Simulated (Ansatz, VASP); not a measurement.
## One calculation of BN, two programs

File INCAR:

```
SYSTEM = BN
  ALGO = Normal
  EDIFF = 1E-7
  EDIFFG = -0.01
  ENCUT = 520
  GGA = PS
  GGA_COMPAT = .FALSE.
  IBRION = 2
  ISIF = 2
  ISMEAR = 0
  LASPH = .TRUE.
  LCHARG = .FALSE.
  LREAL = .FALSE.
  LWAVE = .FALSE.
  NELM = 120
  NELMIN = 4
  NSW = 50
  PREC = Accurate
  SIGMA = 0.05
```

The input KPOINTS:

```
k-points
0
G
  12 12 4
  0 0 0
```

POSCAR

```
BN
1.0
    2.5037762085      0.0000000000      0.0000000000
   -1.2518881043      2.1683338019      0.0000000000
    0.0000000000      0.0000000000      7.5496964365
B N
2 2
Direct
    0.3333333333      0.6666666667      0.2500000000
    0.6666666667      0.3333333333      0.7500000000
    0.3333333333      0.6666666667      0.7500000000
    0.6666666667      0.3333333333      0.2500000000
```

Input for Ansatz:

```yaml
crystal:
  lattice:
    - [2.5037762085, 0.0, 0.0]
    - [-1.2518881043, 2.1683338019, 0.0]
    - [0.0, 0.0, 7.5496964365]
  atoms:
    - { symbol: B, position: [0.3333333333, 0.6666666667, 0.25] }
    - { symbol: B, position: [0.6666666667, 0.3333333333, 0.75] }
    - { symbol: "N", position: [0.3333333333, 0.6666666667, 0.75] }
    - { symbol: "N", position: [0.6666666667, 0.3333333333, 0.25] }
basis:
  ecutwfc: 520.0
kpoints:
  mp_grid: { grid: [12, 12, 4] }
hamiltonian:
  xc: pbesol
  pseudopotentials: { kind: paw, azcp: { folder: soft_1 } }
scf:
  occupations: { method: gaussian, width: 0.05 }
output:
  forces: true
  stress: true
  eigenvalues: true
  write_density: true
  write_potential: true
  elf: true
  volumetric_format: npy
relax:
  adjacent_minimum: "off"
  f_tol: 0.01
  max_steps: 30
```

Change from the starting cell: normal strain along x +0.0000, normal strain along z +0.0733.

Alike in both runs: task relaxation of the atoms; functional PBEsol; k mesh 12 × 12 × 4; occupations gaussian, width 0.05 eV; no spin polarisation.

```csv
,VASP,Ansatz
version,VASP 6.6.1,Ansatz 0.2.0
potentials or method,"VASP PAW PBE potentials, release 64 (B, N), cutoff 520 eV","scalar-relativistic, plane waves, PAW"
valence electrons in the cell,16,16
```

```tsv
	VASP	Ansatz	Ansatz less VASP
gap on the k mesh at the Fermi level, each at its own relaxed structure (eV)	4.38	4.39	+0.007
```

VASP's potentials were made for PBE, not for PBEsol, and Ansatz warns of the same on its side. Ansatz's warnings: stress scf threshold loose.

Noted on VASP's run: the relaxation stopped at its first step, so nothing moved.
